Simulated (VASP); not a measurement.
# Mn (Im-3m) in VASP: a series of runs, part 2 of 2

VASP 6.6.1. The steps go on from the part before.

## 4. Single point, PBE, collinear spin, ferromagnetic start

INCAR

```
SYSTEM = Mn
  ALGO = Normal
  EDIFF = 1E-6
  ENCUT = 500
  GGA = PE
  GGA_COMPAT = .FALSE.
  ISIF = 2
  ISMEAR = -5
  ISPIN = 2
  LASPH = .TRUE.
  LCHARG = .FALSE.
  LMAXMIX = 4
  LORBIT = 11
  LREAL = .FALSE.
  LWAVE = .FALSE.
  MAGMOM = 0.76
  NBANDS = 16
  NELM = 200
  PREC = Accurate
  SIGMA = 0.1
```

KPOINTS

```
k-points
0
G
  3 3 3
  0 0 0
```

POSCAR

```
Mn
1.0
   -1.3932737400      1.3932737400      1.3932737400
    1.3932737400     -1.3932737400      1.3932737400
    1.3932737400      1.3932737400     -1.3932737400
Mn
1
Direct
    0.0000000000      0.0000000000      0.0000000000
```

Potentials or basis: VASP PAW PBE potentials, release 64 (Mn_pv).

Launch:

```
$ cat potpaw_PBE.64/Mn_pv/POTCAR > POTCAR
$ mpirun -np 1 vasp_std > vasp.out
```

OUTCAR:

```text
SYSTEM = Mn
   EDIFF = 1E-6
   ENCUT = 500
   GGA = PE
   ISIF = 2
   ISMEAR = -5
   ISPIN = 2
   LASPH = .TRUE.
   LORBIT = 11
   LREAL = .FALSE.
   NELM = 200
   PREC = Accurate

 ion  position               nearest neighbor table
   1  0.000  0.000  0.000-

  LATTYP: Found a body centered cubic cell.
 ALAT       =     2.7865474800

  Lattice vectors:

 A1 = (  -1.3932737400,   1.3932737400,   1.3932737400)
 A2 = (   1.3932737400,  -1.3932737400,   1.3932737400)
 A3 = (   1.3932737400,   1.3932737400,  -1.3932737400)

Analysis of symmetry for initial positions (statically):
=====================================================================
 Subroutine PRICEL returns:
 Original cell was already a primitive cell.

 Routine SETGRP: Setting up the symmetry group for a
 body centered cubic supercell.

 Subroutine GETGRP returns: Found 48 space group operations
 (whereof 48 operations were pure point group operations)
 out of a pool of 48 trial point group operations.

The static configuration has the point symmetry O_h .

Analysis of symmetry for dynamics (positions and initial velocities):
=====================================================================
 Subroutine PRICEL returns:
 Original cell was already a primitive cell.

 Routine SETGRP: Setting up the symmetry group for a
 body centered cubic supercell.

 Subroutine GETGRP returns: Found 48 space group operations
 (whereof 48 operations were pure point group operations)
 out of a pool of 48 trial point group operations.

The dynamic configuration has the point symmetry O_h .

Analysis of structural, dynamic, and magnetic symmetry:
=====================================================================
 Subroutine PRICEL returns:
 Original cell was already a primitive cell.

 Routine SETGRP: Setting up the symmetry group for a
 body centered cubic supercell.
[... 119 lines left out ...]
 maximum number of plane-waves:       281
 NGX is ok and might be reduce to    18
   NGX =  9   NGY =  9   NGZ =  9

 number of electron      13.0000003 magnetization       1.0638986

 Free energy of the ion-electron system (eV)
  ---------------------------------------------------
  ext. energy  EPLUGINS =         0.00000000
  ---------------------------------------------------
  free energy    TOTEN  =        -8.37144124 eV

  energy without entropy =       -8.37144124  energy(sigma->0) =       -8.37144124

 E-fermi :  10.5011     XC(G=0): -14.0057

 val. band max:       10.8642709957   @ k =  -0.3333   0.3333   0.3333
 cond. band min:      10.3183407761   @ k =   0.0000   0.0000   0.0000
 fundamental gap:     -0.5459302195
 Fermi energy:        10.5011240826

 spin component 1

 k-point     1 :       0.0000    0.0000    0.0000
  band No.  band energies     occupation
      1     -38.0008      1.00000
      2     -38.0008      1.00000
      3     -38.0008      1.00000
      4       2.0539      1.00000
      5       8.6142      1.00000
      6       8.6142      1.00000
[... 52 lines left out ...]
      2     -38.3754      1.00000
      3     -38.3754      1.00000
      4       6.3294      1.00000
      5       6.6064      1.00000
      6       9.9861      1.00000
[... 8 lines left out ...]
     15      42.4972      0.00000
     16      46.6823      0.00000
 Fermi energy:        10.5011240826

 spin component 2

 k-point     1 :       0.0000    0.0000    0.0000
  band No.  band energies     occupation
      1     -36.7851      1.00000
      2     -36.7851      1.00000
      3     -36.7851      1.00000
      4       2.2126      1.00000
      5       9.4986      1.00000
      6       9.4986      1.00585
[... 53 lines left out ...]
      3     -37.1747      1.00000
      4       7.0521      1.00000
      5       7.5673      1.00000
      6      10.8643      0.66157
[... 8 lines left out ...]
     15      43.4229      0.00000
     16      46.9511      0.00000

------------------------ aborting loop because EDIFF is reached ----------------------------------------

  FORCE on cell =-STRESS in cart. coord.  units (eV):
  Direction    XX          YY          ZZ          XY          YZ          ZX
  --------------------------------------------------------------------------------------
  -------------------------------------------------------------------------------------
  Total        1.2946643      1.2946643      1.2946643      0.0000000      0.0000000      0.0000000
  in kB      191.7336833    191.7336833    191.7336833      0.0000000      0.0000000      0.0000000
  external PRESSURE =     191.7336833 kB  Pullay stress =       0.0000000 kB

 VOLUME and BASIS-vectors are now :
 -----------------------------------------------------------------------------
  energy-cutoff  :      500.00
  volume of cell :       10.82
      direct lattice vectors                 reciprocal lattice vectors
    -1.393273740  1.393273740  1.393273740     0.000000000  0.358867024  0.358867024
     1.393273740 -1.393273740  1.393273740     0.358867024  0.000000000  0.358867024
     1.393273740  1.393273740 -1.393273740     0.358867024  0.358867024  0.000000000

 POSITION                                       TOTAL-FORCE (eV/Angst)
 -----------------------------------------------------------------------------------
      0.00000      0.00000      0.00000        -0.000000      0.000000      0.000000
 -----------------------------------------------------------------------------------
    total drift:                                0.000000      0.000000      0.000000

  FREE ENERGIE OF THE ION-ELECTRON SYSTEM (eV)
  ---------------------------------------------------
  free  energy   TOTEN  =        -8.3714412415 eV

  energy  without entropy=       -8.3714412415  energy(sigma->0) =       -8.37144124

 total charge

# of ion       s       p       d       tot
------------------------------------------
    1        0.434   6.462   5.043  11.939

 magnetization (x)

# of ion       s       p       d       tot
------------------------------------------
    1       -0.003  -0.006   1.073   1.064
```

OSZICAR:

```text
N       E                     dE             d eps       ncg     rms          rms(c)
DAV:   1     0.766484372587E+02    0.76648E+02   -0.62566E+03   256   0.993E+02
DAV:   2    -0.847286924151E+01   -0.85121E+02   -0.81051E+02   280   0.264E+02
DAV:   3    -0.100235216843E+02   -0.15507E+01   -0.15450E+01   304   0.376E+01
DAV:   4    -0.100286636399E+02   -0.51420E-02   -0.51479E-02   312   0.207E+00
DAV:   5    -0.100286965775E+02   -0.32938E-04   -0.33113E-04   304   0.152E-01    0.137E+01
DAV:   6    -0.835538867734E+01    0.16733E+01   -0.19942E+00   320   0.313E+01    0.254E+00
DAV:   7    -0.836671635091E+01   -0.11328E-01   -0.10025E-01   264   0.330E+00    0.135E+00
DAV:   8    -0.837078797471E+01   -0.40716E-02   -0.33257E-03   296   0.754E-01    0.835E-01
DAV:   9    -0.837308612230E+01   -0.22981E-02   -0.29727E-03   312   0.453E-01    0.406E-01
DAV:  10    -0.837117391251E+01    0.19122E-02   -0.77723E-04   296   0.257E-01    0.116E-01
DAV:  11    -0.837144839311E+01   -0.27448E-03   -0.25978E-04   264   0.106E-01    0.350E-02
DAV:  12    -0.837147040841E+01   -0.22015E-04   -0.18543E-05   320   0.282E-02    0.123E-02
DAV:  13    -0.837142813266E+01    0.42276E-04   -0.20931E-06   168   0.934E-03    0.659E-03
DAV:  14    -0.837143605045E+01   -0.79178E-05   -0.21349E-07   128   0.359E-03    0.163E-03
DAV:  15    -0.837144131878E+01   -0.52683E-05   -0.24963E-08   128   0.182E-03    0.189E-04
DAV:  16    -0.837144124149E+01    0.77283E-07   -0.13027E-09   128   0.390E-04
   1 F= -.83714412E+01 E0= -.83714412E+01  d E =0.000000E+00  mag=     1.0639
```

stdout:

```text
POSCAR found type information on POSCAR Mn
 POSCAR found :  1 types and       1 ions
 scaLAPACK will be used
 LDA part: xc-table for (Slater+PW92), standard interpolation
 POSCAR, INCAR and KPOINTS ok, starting setup
 FFT: planning ... GRIDC
 FFT: planning ... GRID_SOFT
 FFT: planning ... GRID
 WAVECAR not read
 entering main loop
 -----------------------------------------------------------------------------
|                                                                             |
|           W    W    AA    RRRRR   N    N  II  N    N   GGGG   !!!           |
|           W    W   A  A   R    R  NN   N  II  NN   N  G    G  !!!           |
|           W    W  A    A  R    R  N N  N  II  N N  N  G       !!!           |
|           W WW W  AAAAAA  RRRRR   N  N N  II  N  N N  G  GGG   !            |
|           WW  WW  A    A  R   R   N   NN  II  N   NN  G    G                |
|           W    W  A    A  R    R  N    N  II  N    N   GGGG   !!!           |
|                                                                             |
|     Tetrahedron method does not include variations of the Fermi             |
|     occupations, so forces and stress will be inaccurate. We suggest        |
|     using a different smearing scheme ISMEAR = 1 or 2 for metals in         |
|     relaxations.                                                            |
|                                                                             |
 -----------------------------------------------------------------------------
```

Wall time 4.3 s (1 thread of Intel Xeon Platinum 8488C (Sapphire Rapids), shared host); peak memory 0.12 GiB.

What came out:

```
Free energy                                           : -8.3714 eV
Pressure                                              : 19.2 GPa
Net moment                                            : 1.06 μB per cell
Site moments                                          : Mn +1.06 μB
Valence electrons inside the program's atomic spheres : Mn 11.94
```

Levels at points of the mesh, in eV from the Fermi level:
Spin up:
```csv
k point,band 5,band 6,band 7,band 8,band 9,band 10
"(0.00, 0.00, 0.00)",-1.89,-1.89,-1.89,-0.18,-0.18,23.94
```
Spin down:
```
           k point  band 2  band 3  band 4  band 5  band 6  band 7  band 8  band 9  band 10  band 11
(0.00, 0.00, 0.00)  -47.29  -47.29   -8.29   -1.00   -1.00   -1.00    1.16    1.16    23.92    23.92
```

Caveat: the k points lie up to 1.06 Å⁻¹ apart; tetrahedron occupations give inexact forces and stress in metals.

## 5. Single point, PBE, collinear spin, ferromagnetic start

INCAR

```
PREC = Accurate
ENCUT = 500
EDIFF = 1E-6
ISMEAR = 0
SIGMA = 0.1
LREAL = F
LASPH = T
NELM = 200
ALGO = Normal
ISIF = 2
LWAVE = F
LCHARG = F
ISPIN = 2
MAGMOM = 0.76
LORBIT = 11
LMAXMIX = 4
GGA = PE
NBANDS = 16
GGA_COMPAT = F
```

KPOINTS

```
Automatic mesh
0
Gamma
  3 3 3
```

POSCAR is that of step 4.

Launch:

```
$ cat potpaw_PBE.64/Mn_pv/POTCAR > POTCAR
$ mpirun -np 1 vasp_std > vasp.out
```

Run time: 18 s. Hardware: 1 thread of Intel Xeon Platinum 8488C (Sapphire Rapids), shared host; peak memory 0.12 GiB.

The run converged. Its results:

```yaml
Free_energy: -8.4302 eV
Pressure: 22.0 GPa
Net_moment: 1.37 μB per cell
Site_moments: Mn +1.36 μB
Valence_electrons_inside_the_program's_atomic_spheres: Mn 11.94
```

Levels at points of the mesh, in eV from the Fermi level:
Spin up:
```csv
k point,band 3,band 4,band 5,band 6,band 7,band 8,band 9,band 10,band 11,band 12
"(0.00, 0.00, 0.00)",-48.51,-8.41,-1.87,-1.87,-1.87,-0.23,-0.23,23.99,23.99,23.99
```
Spin down:
```csv
k point,band 2,band 3,band 4,band 5,band 6,band 7,band 8,band 9,band 10,band 11
"(0.00, 0.00, 0.00)",-46.97,-46.97,-8.19,-0.77,-0.77,-0.77,1.51,1.51,24.00,24.00
```

Caveat: the k points lie up to 1.06 Å⁻¹ apart.

## 6. The runs side by side

| level | k mesh | smearing | gap on the mesh (eV) | pressure (GPa) | moment (μB) |
| --- | --- | --- | --- | --- | --- |
| PBEsol | 2 × 2 × 2, shifted | fermi-dirac 0.0861733 eV | none | 14.4 | 0.51 |
| PBE | 3 × 3 × 3 | tetrahedron | none | 19.2 | 1.06 |
| PBE | 3 × 3 × 3 | gaussian 0.1 eV | none | 22.0 | 1.37 |

Alike in all rows: task single point; potentials or basis VASP PAW PBE potentials, release 64 (Mn_pv); spin collinear, ferromagnetic start; cell as given; cutoff (eV) 500.

Caveats: all runs use coarse meshes; the PAW data sets were made with another functional, which shifts forces and pressure a little (some runs); tetrahedron occupations give inexact forces and stress in metals (some runs).

Absolute energies hang on the potentials; compare differences alone.
